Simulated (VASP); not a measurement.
AlNi2:

```
Al Ni
1.0
     3.97400    0.00000    0.00000
    -1.98700    3.44159    0.00000
     0.00000    0.00000    4.90426
Al Ni
2 4
Direct
  0.33333 0.66667 0.18987
  0.66667 0.33333 0.81013
  0.33333 0.66667 0.68511
  0.66667 0.33333 0.31489
  0.00000 0.00000 0.50000
  0.00000 0.00000 0.00000
```

Base run:

```yaml
Program: VASP 6.6.1
Functional: r2SCAN
Potentials_or_basis: VASP PAW PBE potentials, release 64 (Al, Ni)
Cutoff: 520 eV
k_mesh: 6 × 6 × 4
Occupations: gaussian, width 0.1 eV
Spin: no spin polarisation
```

Its results: pressure 0.7 GPa; largest force 0.015 eV/Å.

Q: After a change of settings the same cell gave: pressure 3.5 GPa; largest force 1.357 eV/Å. Which change was it?
A. k mesh from 6 × 6 × 4 to 6 × 6 × 6
B. occupations from gaussian, width 0.1 eV to gaussian, width 0.01 eV
C. k mesh from 6 × 6 × 4 to 1 × 1 × 1
D. k mesh from 6 × 6 × 4 to 3 × 3 × 2; further incar settings from ALGO = Normal; EDIFF = 1e-06; NBANDS = 32 to ALGO = Normal; EDIFF = 1e-07; NBANDS = 32

A: C.

Caveats: some runs use coarse meshes; the PAW data sets were made with another functional, which shifts forces and pressure a little.
